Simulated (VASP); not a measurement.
Wanted: the native input for a VASP 6.6.1 run.

| Property | Result |
| --- | --- |
| Task | single point |
| Functional | RPBE |
| Potentials or basis | VASP PAW PBE potentials, release 64 (Sn_d, Se) |
| Cutoff | 520 eV |
| k mesh | 3 × 6 × 6 |
| Occupations | fermi-dirac, width 0.05 eV |
| Spin | no spin polarisation |
| Dipole correction | no |
| Further INCAR settings | ALGO = Normal; EDIFF = 1e-06; NBANDS = 50 |

The structure of SnSe lies in POSCAR:

```
SnSe
1.0
   11.6439784321      0.0000000000      0.0000000000
    0.0000000000      4.2721777259      0.0000000000
    0.0000000000      0.0000000000      4.5474731880
Sn Se
4 4
Direct
    0.8770000000      0.7500000000      0.9090000000
    0.6230000000      0.2500000000      0.4090000000
    0.3770000000      0.7500000000      0.5910000000
    0.1230000000      0.2500000000      0.0910000000
    0.6430000000      0.7500000000      0.9840000000
    0.8570000000      0.2500000000      0.4840000000
    0.1430000000      0.7500000000      0.5160000000
    0.3570000000      0.2500000000      0.0160000000
```

One way to write it, as run:

INCAR

```
SYSTEM = SnSe
PREC     = Accurate       ! precision mode
ENCUT    = 520            ! plane-wave cutoff, eV
EDIFF    = 1E-6           ! SCF threshold, eV
ISMEAR   = -1             ! smearing method
SIGMA    = 0.05           ! smearing width, eV
LREAL    = .False.        ! projectors in reciprocal space
LASPH    = .True.         ! aspherical terms in the spheres
NELM     = 80             ! most SCF steps
ALGO     = Normal         ! electronic algorithm
ISIF     = 2              ! what is computed and relaxed
LWAVE    = .False.        ! write WAVECAR
LCHARG   = .True.         ! write CHGCAR
GGA      = RP             ! functional
LELF     = .True.         ! ELF
LVHAR    = .True.       
NBANDS   = 50             ! bands
```

KPOINTS

```
Automatic mesh
0
Gamma
  3 6 6
  0 0 0
```

Potentials or basis: VASP PAW PBE potentials, release 64 (Sn_d, Se).

The run is started by

```console
$ cat potpaw_PBE.64/Sn_d/POTCAR potpaw_PBE.64/Se/POTCAR > POTCAR
$ mpirun -np 1 vasp_std > vasp.out
```

It gave:

| Property | Result |
| --- | --- |
| Pressure | 1.0 GPa |
| Largest force | 0.145 eV/Å |
| Band gap on the k mesh | 0.63 eV (least direct gap 0.79 eV) |

Caveat: the PAW data sets were made with another functional, which shifts forces and pressure a little; spin-orbit coupling is left out, which moves the levels of the heavy elements; an odd mesh through Γ misses points on the zone boundary, where band edges can lie.

Run time: 3.3 min on 1 thread of Intel(R) Xeon(R) Platinum 8488C (Sapphire Rapids), on a shared host, peak memory 0.46 GiB.
